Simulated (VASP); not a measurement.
# Rb (Fm-3m) in VASP: single point with LDA

Aim: the single point of Rb with LDA.

Program: VASP 6.6.1. These are calculated values, not measurements. Logs are shortened: lines on timing, memory, paths and dates and some standing lists are left out, and cuts for length are marked.

## Step 1: The cell of the first run

It takes space group Fm-3m (No. 225, cubic). The conventional cell has a = 6.548 Å, b = 6.548 Å, c = 6.548 Å, α = 90.00°, β = 90.00°, γ = 90.00°.

## Step 2: Single point, LDA

INCAR

```
SYSTEM = Rb
  PREC = Accurate
  ENCUT = 500
  EDIFF = 1E-6
  ISMEAR = -1
  SIGMA = 0.1
  LREAL = .FALSE.
  LASPH = .TRUE.
  NELM = 120
  ALGO = Normal
  ISIF = 2
  LWAVE = .FALSE.
  LCHARG = .FALSE.
  GGA = CA
  NBANDS = 10
  GGA_COMPAT = .FALSE.
```

KPOINTS

```
regular mesh
0
G
  5 5 5
  0 0 0
```

POSCAR

```
Rb
1.0
    0.0000000000      3.2740000000      3.2740000000
    3.2740000000      0.0000000000      3.2740000000
    3.2740000000      3.2740000000      0.0000000000
Rb
1
Direct
    0.0000000000      0.0000000000      0.0000000000
```

Potentials or basis: VASP PAW LDA potentials, release 64 (Rb_sv).

Started as:

```
$ cat potpaw_LDA.64/Rb_sv/POTCAR > POTCAR
$ mpirun -np 1 vasp_std > vasp.out
```

OUTCAR:

```text
SYSTEM = Rb
   PREC = Accurate
   ENCUT = 500
   EDIFF = 1E-6
   ISMEAR = -1
   LREAL = .FALSE.
   LASPH = .TRUE.
   NELM = 120
   ISIF = 2
   GGA = CA

 ion  position               nearest neighbor table
   1  0.000  0.000  0.000-

  LATTYP: Found a face centered cubic cell.
 ALAT       =     6.5480000000

  Lattice vectors:

 A1 = (   0.0000000000,   3.2740000000,   3.2740000000)
 A2 = (   3.2740000000,   0.0000000000,   3.2740000000)
 A3 = (   3.2740000000,   3.2740000000,   0.0000000000)

Analysis of symmetry for initial positions (statically):
=====================================================================
 Subroutine PRICEL returns:
 Original cell was already a primitive cell.

 Routine SETGRP: Setting up the symmetry group for a
 face centered cubic supercell.

 Subroutine GETGRP returns: Found 48 space group operations
 (whereof 48 operations were pure point group operations)
 out of a pool of 48 trial point group operations.

The static configuration has the point symmetry O_h .

Analysis of symmetry for dynamics (positions and initial velocities):
=====================================================================
 Subroutine PRICEL returns:
 Original cell was already a primitive cell.

 Routine SETGRP: Setting up the symmetry group for a
 face centered cubic supercell.

 Subroutine GETGRP returns: Found 48 space group operations
 (whereof 48 operations were pure point group operations)
 out of a pool of 48 trial point group operations.

The dynamic configuration has the point symmetry O_h .

 Subroutine INISYM returns: Found 48 space group operations
 (whereof 48 operations are pure point group operations),
 and found     1 'primitive' translations

----------------------------------------------------------------------------------------

                                     Primitive cell

  volume of cell :      70.1885

  direct lattice vectors                    reciprocal lattice vectors
     0.000000000  3.274000000  3.274000000    -0.152718387  0.152718387  0.152718387
     3.274000000  0.000000000  3.274000000     0.152718387 -0.152718387  0.152718387
     3.274000000  3.274000000  0.000000000     0.152718387  0.152718387 -0.152718387

  length of vectors
     4.630135203  4.630135203  4.630135203     0.264516006  0.264516006  0.264516006

  position of ions in fractional coordinates (direct lattice)
     0.000000000  0.000000000  0.000000000

  ion indices of the primitive-cell ions
[... 63 lines left out ...]
   IBRION =     -1    ionic relax: 0-MD 1-quasi-New 2-CG
   NFREE  =      0    steps in history (QN), initial steepest desc. (CG)
   ISIF   =      2    stress and relaxation
   ISYM   =      2    0-nonsym 1-usesym 2-fastsym
   POTIM  = 0.5000    time-step for ionic-motion
   TEBEG  =    0.0;   TEEND  =   0.0 temperature during run
   PSTRESS=    0.0 pullay stress
   NELECT =       9.0000    total number of electrons
   NUPDOWN=      -1.0000    fix difference up-down
   EMIN   =  10.00;   EMAX   =-10.00  energy-range for DOS
   EFERMI =   0.00;   METHOD = LEGACY
   ISMEAR =    -1;   SIGMA  =   0.10  broadening in eV -4-tet -1-fermi 0-gaus
   EFERMI_NEDOS =   21; number of points for ismear=-14 and -15
   IALGO  =     38    algorithm
   IMIX   =      4    mixing-type and parameters
     AMIX     =   0.40;   BMIX     =  1.00
     AMIX_MAG =   1.60;   BMIX_MAG =  1.00
  volume/ion in A,a.u.               =      70.19       473.66
  Fermi-wavevector in a.u.,A,eV,Ry     =   0.825532  1.560028  9.272402  0.681502
  Thomas-Fermi vector in A             =   1.937406
   LORBIT       =      0    0 simple, 1 ext, 2 COOP (PROOUT), +10 PAW based schemes
   GGA     = CA    functional components
   LHFCALC =     F    Hartree Fock is set to
   AEXX    =    0.0000 exact exchange contribution
   IVDW    =     0    specifies the selected vdW correction
   LEPSILON=     F    determine dielectric tensor
   LRPA    =     F    only Hartree local field effects (RPA)
 non-spin polarized calculation
  energy-cutoff  :      500.00
  volume of cell :       70.19
 maximum number of plane-waves:      1807
 NGX is ok and might be reduce to    36
   NGX = 17   NGY = 17   NGZ = 17

 number of electron       9.0000000 magnetization

 Free energy of the ion-electron system (eV)
  ---------------------------------------------------
  ext. energy  EPLUGINS =         0.00000000
  ---------------------------------------------------
  free energy    TOTEN  =        -1.09113288 eV

  energy without entropy =       -1.07843544  energy(sigma->0) =       -1.08478416

 E-fermi :   0.4657     XC(G=0):  -6.3823

 val. band max:        0.4574424996   @ k =   0.4000   0.4000   0.0000
 cond. band min:       0.8645617710   @ k =  -0.4000   0.2000   0.0000
 fundamental gap:      0.4071192714
 Fermi energy:         0.4656781750

 k-point     1 :       0.0000    0.0000    0.0000
  band No.  band energies     occupation
      1     -28.2553      2.00000
      2     -12.3129      2.00000
      3     -12.3129      2.00000
      4     -12.3129      2.00000
      5      -1.9187      2.00000
      6       4.1457      0.00000
      7       4.1457      0.00000
      8       4.1457      0.00000
      9       5.7457      0.00000
     10       5.7457      0.00000
[... 105 lines left out ...]
 k-point    10 :      -0.4000    0.4000    0.2000
  band No.  band energies     occupation
      1     -28.2384      2.00000
      2     -12.4886      2.00000
      3     -12.4337      2.00000
      4     -12.3818      2.00000
      5       1.0285      0.00716
      6       2.1855      0.00000
      7       2.2427      0.00000
      8       4.0472      0.00000
      9       6.0023      0.00000
     10       6.2935      0.00000

------------------------ aborting loop because EDIFF is reached ----------------------------------------

  FORCE on cell =-STRESS in cart. coord.  units (eV):
  Direction    XX          YY          ZZ          XY          YZ          ZX
  --------------------------------------------------------------------------------------
  -------------------------------------------------------------------------------------
  Total        0.1660595      0.1660595      0.1660595     -0.0000000     -0.0000000      0.0000000
  in kB        3.7906023      3.7906023      3.7906023     -0.0000000     -0.0000000      0.0000000
  external PRESSURE =       3.7906023 kB  Pullay stress =       0.0000000 kB

 VOLUME and BASIS-vectors are now :
 -----------------------------------------------------------------------------
  energy-cutoff  :      500.00
  volume of cell :       70.19
      direct lattice vectors                 reciprocal lattice vectors
     0.000000000  3.274000000  3.274000000    -0.152718387  0.152718387  0.152718387
     3.274000000  0.000000000  3.274000000     0.152718387 -0.152718387  0.152718387
     3.274000000  3.274000000  0.000000000     0.152718387  0.152718387 -0.152718387

 POSITION                                       TOTAL-FORCE (eV/Angst)
 -----------------------------------------------------------------------------------
      0.00000      0.00000      0.00000        -0.000000      0.000000     -0.000000
 -----------------------------------------------------------------------------------
    total drift:                               -0.000000      0.000000      0.000000

  FREE ENERGIE OF THE ION-ELECTRON SYSTEM (eV)
  ---------------------------------------------------
  free  energy   TOTEN  =        -1.0911328832 eV

  energy  without entropy=       -1.0784354368  energy(sigma->0) =       -1.08478416
```

It took 11 s on 1 thread of Intel Xeon 8259CL, shared host; peak memory 0.16 GiB.

What came out:

- Free energy: -1.0911 eV
- Pressure: 0.4 GPa

Levels at points of the mesh, in eV from the Fermi level:
```csv
k point,band 3,band 4,band 5,band 6,band 7,band 8
"(0.00, 0.00, 0.00)",-12.78,-12.78,-2.38,3.68,3.68,3.68
```
